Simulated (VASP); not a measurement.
# Fe (P6_3/mmc) in VASP: further runs, part 2 of 2

VASP 6.6.1. The steps go on from the part before.

### 4 Relaxation of cell and atoms, PBEsol

INCAR

```
ALGO = Normal
EDIFF = 1E-7
EDIFFG = -0.01
ENCUT = 600
GGA = PS
IBRION = 2
ISIF = 3
ISMEAR = 0
LASPH = T
LCHARG = F
LREAL = F
LWAVE = F
NELM = 80
NSW = 100
PREC = Accurate
SIGMA = 0.1
```

KPOINTS

```
k-points
0
Gamma
  21 21 12
```

POSCAR

```
Fe
1.0
    2.4341575853      0.0000000000      0.0000000000
   -1.2170787927      2.1080423057      0.0000000000
    0.0000000000      0.0000000000      3.8419344700
Fe
2
Direct
    0.3333333300      0.6666666700      0.2500000000
    0.6666666700      0.3333333300      0.7500000000
```

Potentials or basis: VASP PAW PBE potentials, release 64 (Fe).

Started as:

```console
$ cat potpaw_PBE.64/Fe/POTCAR > POTCAR
$ mpirun -np 1 vasp_std > vasp.out
```

OUTCAR:

```text
EDIFF = 1E-7
   EDIFFG = -0.01
   ENCUT = 600
   GGA = PS
   IBRION = 2
   ISIF = 3
   ISMEAR = 0
   LASPH = T
   LREAL = F
   NELM = 80
   NSW = 100
   PREC = Accurate

 ion  position               nearest neighbor table
   1  0.333  0.667  0.250-   2 2.38   2 2.38   2 2.38   2 2.38   2 2.38   2 2.38
   2  0.667  0.333  0.750-   1 2.38   1 2.38   1 2.38   1 2.38   1 2.38   1 2.38

  LATTYP: Found a hexagonal cell.
 ALAT       =     2.4341575853
 C/A-ratio  =     1.5783425417

  Lattice vectors:

 A1 = (   2.4341575853,   0.0000000000,   0.0000000000)
 A2 = (  -1.2170787927,   2.1080423057,   0.0000000000)
 A3 = (   0.0000000000,   0.0000000000,   3.8419344700)

Analysis of symmetry for initial positions (statically):
=====================================================================
 Subroutine PRICEL returns:
 Original cell was already a primitive cell.

 Routine SETGRP: Setting up the symmetry group for a
 hexagonal supercell.

 Subroutine GETGRP returns: Found 24 space group operations
 (whereof 12 operations were pure point group operations)
 out of a pool of 24 trial point group operations.

The static configuration has the point symmetry D_3d.
 The point group associated with its full space group is D_6h.

Analysis of symmetry for dynamics (positions and initial velocities):
=====================================================================
 Subroutine PRICEL returns:
 Original cell was already a primitive cell.

 Routine SETGRP: Setting up the symmetry group for a
 hexagonal supercell.

 Subroutine GETGRP returns: Found 24 space group operations
 (whereof 12 operations were pure point group operations)
 out of a pool of 24 trial point group operations.

The dynamic configuration has the point symmetry D_3d.
 The point group associated with its full space group is D_6h.

 Subroutine INISYM returns: Found 24 space group operations
 (whereof 12 operations are pure point group operations),
 and found     1 'primitive' translations

----------------------------------------------------------------------------------------

                                     Primitive cell

  volume of cell :      19.7141

  direct lattice vectors                    reciprocal lattice vectors
     2.434157585  0.000000000  0.000000000     0.410819746  0.237186891  0.000000000
    -1.217078793  2.108042306  0.000000000     0.000000000  0.474373781  0.000000000
     0.000000000  0.000000000  3.841934470     0.000000000  0.000000000  0.260285543

  length of vectors
     2.434157585  2.434157585  3.841934470     0.474373781  0.474373781  0.260285543

  position of ions in fractional coordinates (direct lattice)
     0.333333330  0.666666670  0.250000000
     0.666666670  0.333333330  0.750000000

  ion indices of the primitive-cell ions
   primitive index   ion index
                 1           1
                 2           2

----------------------------------------------------------------------------------------

 KPOINTS: k-points

Automatic generation of k-mesh.
 Grid dimensions read from file:
[... 55 lines left out ...]
 SYSTEM =  unknown system
   PREC   = accura    normal or accurate (medium, high low for compatibility)
   ISTART =      0    job   : 0-new  1-cont  2-samecut
   ICHARG =      2    charge: 1-file 2-atom 10-const
   ISPIN  =      1    spin polarized calculation?
   LNONCOLLINEAR =      F non collinear calculations
   LSORBIT =      F    spin-orbit coupling
   LASPH  =      T    aspherical Exc in radial PAW
   ENCUT  =  600.0 eV  44.10 Ry    6.64 a.u.   4.86  4.86  7.67*2*pi/ulx,y,z
   NELM   =     80;   NELMIN=  2; NELMDL= -5     # of ELM steps
   EDIFF  = 0.1E-06   stopping-criterion for ELM
   LREAL  =      F    real-space projection
   EDIFFG = -.1E-01   stopping-criterion for IOM
   NSW    =    100    number of steps for IOM
   IBRION =      2    ionic relax: 0-MD 1-quasi-New 2-CG
   NFREE  =      1    steps in history (QN), initial steepest desc. (CG)
   ISIF   =      3    stress and relaxation
   ISYM   =      2    0-nonsym 1-usesym 2-fastsym
   POTIM  = 0.5000    time-step for ionic-motion
   TEBEG  =    0.0;   TEEND  =   0.0 temperature during run
   PSTRESS=    0.0 pullay stress
   NELECT =      16.0000    total number of electrons
   NUPDOWN=      -1.0000    fix difference up-down
   EMIN   =  10.00;   EMAX   =-10.00  energy-range for DOS
   EFERMI =   0.00;   METHOD = LEGACY
   ISMEAR =     0;   SIGMA  =   0.10  broadening in eV -4-tet -1-fermi 0-gaus
   EFERMI_NEDOS =   21; number of points for ismear=-14 and -15
   IALGO  =     38    algorithm
   IMIX   =      4    mixing-type and parameters
     AMIX     =   0.40;   BMIX     =  1.00
     AMIX_MAG =   1.60;   BMIX_MAG =  1.00
  volume/ion in A,a.u.               =       9.86        66.52
  Fermi-wavevector in a.u.,A,eV,Ry     =   1.527058  2.885721 31.727505  2.331906
  Thomas-Fermi vector in A             =   2.635006
   LORBIT       =      0    0 simple, 1 ext, 2 COOP (PROOUT), +10 PAW based schemes
   GGA     = PS    functional components
   LHFCALC =     F    Hartree Fock is set to
   AEXX    =    0.0000 exact exchange contribution
   IVDW    =     0    specifies the selected vdW correction
   LEPSILON=     F    determine dielectric tensor
   LRPA    =     F    only Hartree local field effects (RPA)
 conjugate gradient relaxation of ions
 non-spin polarized calculation
 Gauss-broadening in eV      SIGMA  =   0.10
  energy-cutoff  :      600.00
  volume of cell :       19.71
 maximum number of plane-waves:       693
 NGX is ok and might be reduce to    20

--------------------------------------- Ionic step        1  -------------------------------------------

 number of electron      15.9999994 magnetization

 Free energy of the ion-electron system (eV)
  ---------------------------------------------------
  ext. energy  EPLUGINS =         0.00000000
  ---------------------------------------------------
  free energy    TOTEN  =       -17.87476927 eV

  energy without entropy =      -17.86147345  energy(sigma->0) =      -17.86812136

------------------------ aborting loop because EDIFF is reached ----------------------------------------

  FORCE on cell =-STRESS in cart. coord.  units (eV):
  Direction    XX          YY          ZZ          XY          YZ          ZX
  --------------------------------------------------------------------------------------
  -------------------------------------------------------------------------------------
  Total       -0.2605091     -0.2605091     -0.1862703      0.0000000     -0.0000000      0.0000000
  in kB      -21.1716901    -21.1716901    -15.1382699      0.0000000     -0.0000000      0.0000000
  external PRESSURE =     -19.1605500 kB  Pullay stress =       0.0000000 kB
[... 131 lines left out ...]
--------------------------------------- Ionic step        5  -------------------------------------------

 number of electron      15.9999995 magnetization

 Free energy of the ion-electron system (eV)
  ---------------------------------------------------
  ext. energy  EPLUGINS =         0.00000000
  ---------------------------------------------------
  free energy    TOTEN  =       -17.87552991 eV

  energy without entropy =      -17.86232743  energy(sigma->0) =      -17.86892867

 E-fermi :   7.1873     XC(G=0): -14.1839

 val. band max:        7.1855411810   @ k =   0.1429   0.1429   0.2500
 cond. band min:       7.1882240269   @ k =   0.0952   0.0952   0.3333
 fundamental gap:      0.0026828458
 Fermi energy:         7.1873103943

 k-point     1 :       0.0000    0.0000    0.0000
  band No.  band energies     occupation
      1      -1.9924      2.00000
      2       1.9932      2.00000
      3       5.4330      2.00000
      4       5.4330      2.00000
      5       5.5697      2.00000
      6       5.9304      2.00000
      7       5.9304      2.00000
      8       6.2955      2.00000
      9       6.2955      2.00000
     10       7.7178      0.00000
     11       7.9482      0.00000
     12       7.9482      0.00000
[... 331 lines left out ...]
 k-point    24 :       0.1905    0.0952    0.0000
  band No.  band energies     occupation
      1       0.2194      2.00000
      2       3.0564      2.00000
      3       4.0966      2.00000
      4       4.2139      2.00000
      5       5.4591      2.00000
      6       5.5390      2.00000
      7       6.1170      2.00000
      8       6.5279      2.00000
      9       6.7598      2.00000
     10       7.2105      0.74281
     11       8.1735      0.00000
     12      13.3772      0.00000

 [... further k-points ...]

------------------------ aborting loop because EDIFF is reached ----------------------------------------

  FORCE on cell =-STRESS in cart. coord.  units (eV):
  Direction    XX          YY          ZZ          XY          YZ          ZX
  --------------------------------------------------------------------------------------
  -------------------------------------------------------------------------------------
  Total        0.0008070      0.0008070     -0.0097332     -0.0000000      0.0000000      0.0000000
  in kB        0.0659748      0.0659748     -0.7957471     -0.0000000      0.0000000      0.0000000
  external PRESSURE =      -0.2212658 kB  Pullay stress =       0.0000000 kB
[... 17 lines left out ...]
  FREE ENERGIE OF THE ION-ELECTRON SYSTEM (eV)
  ---------------------------------------------------
  free  energy   TOTEN  =       -17.8755299114 eV

  energy  without entropy=      -17.8623274255  energy(sigma->0) =      -17.86892867

 reached required accuracy - stopping structural energy minimisation
```

OSZICAR:

```text
N       E                     dE             d eps       ncg     rms          rms(c)
DAV:   1     0.888396491007E+02    0.88840E+02   -0.81729E+03  8072   0.200E+03
DAV:   2    -0.175950264417E+02   -0.10643E+03   -0.97799E+02  8228   0.314E+02
DAV:   3    -0.213212050953E+02   -0.37262E+01   -0.33014E+01  8432   0.814E+01
[... 40 lines left out ...]
DAV:   2    -0.178755400852E+02    0.40683E-04   -0.30712E-05 11156   0.112E-01    0.203E-02
DAV:   3    -0.178755305384E+02    0.95468E-05   -0.97214E-06 10516   0.388E-02    0.318E-03
DAV:   4    -0.178755300925E+02    0.44592E-06   -0.72774E-07  8092   0.162E-02    0.134E-03
DAV:   5    -0.178755299231E+02    0.16937E-06   -0.77453E-08  4040   0.602E-03    0.470E-04
DAV:   6    -0.178755299114E+02    0.11715E-07   -0.29736E-08  4032   0.213E-03
   5 F= -.17875530E+02 E0= -.17868929E+02  d E =-.119032E-04
```

Wall time 2.7 min (1 thread of Intel Xeon 6975P-C, shared host); peak memory 0.22 GiB.

Results:

```yaml
Free_energy: -17.8755 eV
Relaxed_volume: 9.80 Å³/atom
Relaxed_cell: a = 2.428 Å, b = 2.428 Å, c = 3.838 Å, α = 90.00°, β = 90.00°, γ = 120.00°
Space_group_after_relaxing_to_0.05_Å: P6_3/mmc (No. 194)
Energy_gained_by_relaxing: 0.4 meV/atom
Ionic_steps: 5
Pressure_after_relaxing: 0.0 GPa
Band_gap_on_the_k_mesh: zero (band 8 reaches 8.15 eV, above the bottom of band 9 at 6.15 eV)
```

Step by step:
| step | energy change (eV) | largest force (eV/Å) | pressure (GPa) | volume (Å³) |
| --- | --- | --- | --- | --- |
| 1 | 0.0000 | 0.0000 | -1.92 | 19.71 |
| 2 | 0.0017 | 0.0000 | 3.66 | 19.38 |
| 3 | -0.0007 | 0.0000 | 0.03 | 19.59 |
| 4 | -0.0007 | 0.0000 | -0.01 | 19.60 |
| 5 | -0.0008 | 0.0000 | -0.02 | 19.60 |

Final structure:
```
Fe
1.0
     2.42802    0.00000    0.00000
    -1.21401    2.10273    0.00000
     0.00000    0.00000    3.83846
Fe
2
Cartesian
  0.0000 1.4018 0.9596
  1.2140 0.7009 2.8788
```

Levels at points of the mesh, in eV from the Fermi level:
```tsv
k point	band 6	band 7	band 8	band 9	band 10	band 11
(0.00, 0.00, 0.00)	-1.26	-1.26	-0.89	-0.89	0.53	0.76
(0.00, 0.00, 0.50)	-1.88	-1.88	-1.88	0.35	0.35	0.35
```

Caveat: the PAW data sets were made with another functional, which shifts forces and pressure a little; the run has no spin polarisation, though such a crystal can be magnetic.

### 5 Single point, PBEsol, collinear spin, ferromagnetic start

This run uses another cell than the first one: it holds 4 atoms, not 2.

INCAR

```
SYSTEM = Fe
  ALGO = Normal
  EDIFF = 1E-6
  ENCUT = 520
  GGA = PS
  ISIF = 2
  ISMEAR = 0
  ISPIN = 2
  LASPH = .TRUE.
  LCHARG = .FALSE.
  LMAXMIX = 4
  LORBIT = 11
  LREAL = .FALSE.
  LWAVE = .FALSE.
  MAGMOM = 4 4 4 4
  NBANDS = 28
  NELM = 150
  PREC = Accurate
  SIGMA = 0.1
```

KPOINTS

```
k-points
0
G
  9 9 4
  0 0 0
```

POSCAR

```
Fe
1.0
    2.7785376220      0.0000000000      0.0000000000
   -1.3892688110      2.4062841661      0.0000000000
    0.0000000000      0.0000000000      7.5675618161
Fe
4
Direct
    0.0000000000      0.0000000000      0.2500000000
    0.0000000000      0.0000000000      0.7500000000
    0.3333333333      0.6666666667      0.7500000000
    0.6666666667      0.3333333333      0.2500000000
```

Started as:

```console
$ cat potpaw_PBE.64/Fe/POTCAR > POTCAR
$ mpirun -np 1 vasp_std > vasp.out
```

Wall time 2 min (1 thread of AMD EPYC 7R43 (Zen 3), shared host); peak memory 0.21 GiB.

Results (log left out):

```
Free energy            : -12.4764 eV
Pressure               : 139.7 GPa
Band gap on the k mesh : zero (filled and empty bands overlap)
Net moment             : 0.00 μB per cell
```

Stress tensor (GPa, compression positive):
```
212.00   0.00   0.00
  0.00 212.00   0.00
  0.00   0.00  -4.87
```

Levels at points of the mesh, in eV from the Fermi level:
Spin up:
| k point | band 12 | band 13 | band 14 | band 15 | band 16 | band 17 | band 18 | band 19 | band 20 | band 21 |
| --- | --- | --- | --- | --- | --- | --- | --- | --- | --- | --- |
| (0.00, 0.00, 0.00) | -3.41 | -2.54 | -2.00 | -2.00 | -2.00 | -2.00 | 1.15 | 1.15 | 1.17 | 1.17 |
| (0.00, 0.00, 0.50) | -3.79 | -2.00 | -2.00 | -2.00 | -2.00 | 0.34 | 0.34 | 1.16 | 1.16 | 1.16 |
Spin down:
```tsv
k point	band 12	band 13	band 14	band 15	band 16	band 17	band 18	band 19	band 20	band 21
(0.00, 0.00, 0.00)	-3.41	-2.55	-2.00	-2.00	-2.00	-2.00	1.15	1.15	1.17	1.17
(0.00, 0.00, 0.50)	-3.79	-2.00	-2.00	-2.00	-2.00	0.34	0.34	1.16	1.16	1.16
```

Caveat: the starting moments collapsed, and a magnetic state may lie lower; the PAW data sets were made with another functional, which shifts forces and pressure a little.
